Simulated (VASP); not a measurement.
A run of VASP 6.6.1 is set up as follows.

Contents of INCAR:

```
PREC = Accurate
ENCUT = 520
EDIFF = 1E-6
ISMEAR = 0
SIGMA = 0.1
LREAL = F
LASPH = T
NELM = 100
ALGO = Normal
ISIF = 2
LWAVE = F
LCHARG = F
GGA = PE
NBANDS = 12
```

The input KPOINTS:

```
regular mesh
0
Gamma
  8 8 8
```

The input POSCAR:

```
AlC2
1.0
   -1.3226235504      1.3226235504      3.5935859466
    1.3226235504     -1.3226235504      3.5935859466
    1.3226235504      1.3226235504     -3.5935859466
Al C
1 2
Direct
    0.0000000000      0.0000000000      0.0000000000
    0.2863062316      0.2863062316      0.0000000000
    0.7136937684      0.7136937684      0.0000000000
```

Potentials or basis: VASP PAW PBE potentials, release 64 (Al, C).

Run with:

```sh
$ cat potpaw_PBE.64/Al/POTCAR potpaw_PBE.64/C/POTCAR > POTCAR
$ mpirun -np 1 vasp_std > vasp.out
```

Question: Estimate the band gap on the k mesh.

Answer: Zero (an odd number of electrons rules out a gap without spin polarisation).

Question: Estimate the largest force.

Answer: 0.005 eV/Å.

Forces on the atoms (eV/Å):
```
Al   0.000  0.000  0.000
C    0.000  0.000  0.005
C    0.000  0.000 -0.005
```

Caveat: an odd number of electrons without spin polarisation forces a metal; a magnetic or distorted state may lie lower.
